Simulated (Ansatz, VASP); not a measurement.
One calculation of Ir, two programs

```xyz
1
Lattice="0.0000 1.9895 1.8896 1.9895 0.0000 1.8896 1.9895 1.9895 0.0000" Properties=species:S:1:pos:R:3 pbc="T T T"
Ir    0.0000    0.0000    0.0000
```

Alike in both runs: task single point; functional PBE; k mesh 22 × 22 × 22; occupations gaussian, width 0.15 eV; no spin polarisation.

|  | VASP | Ansatz |
| --- | --- | --- |
| version | VASP 6.6.1 | Ansatz 0.2.0 |
| potentials or method | VASP PAW PBE potentials, release 64 (Ir), cutoff 520 eV | scalar-relativistic, plane waves, PAW |
| valence electrons in the cell | 9 | 17 |

|  | VASP | Ansatz | Ansatz less VASP |
| --- | --- | --- | --- |
| gap on the k mesh at the Fermi level (eV) | none | none | - |
| pressure (GPa) | -9.0 | -9.5 | -0.46 |
| traceless stress, the component that is largest in VASP (GPa) | 10.56 | 10.64 | +0.077 |

A gap of «none» marks a metal or a gap that the smearing closes. The functional is the same, so the differences come from potentials, cutoffs and numerics. VASP's potentials hold 9 valence electrons a cell and Ansatz's 17, so a difference there can come from the potentials and not from the codes.

Neither program's run includes spin-orbit coupling.
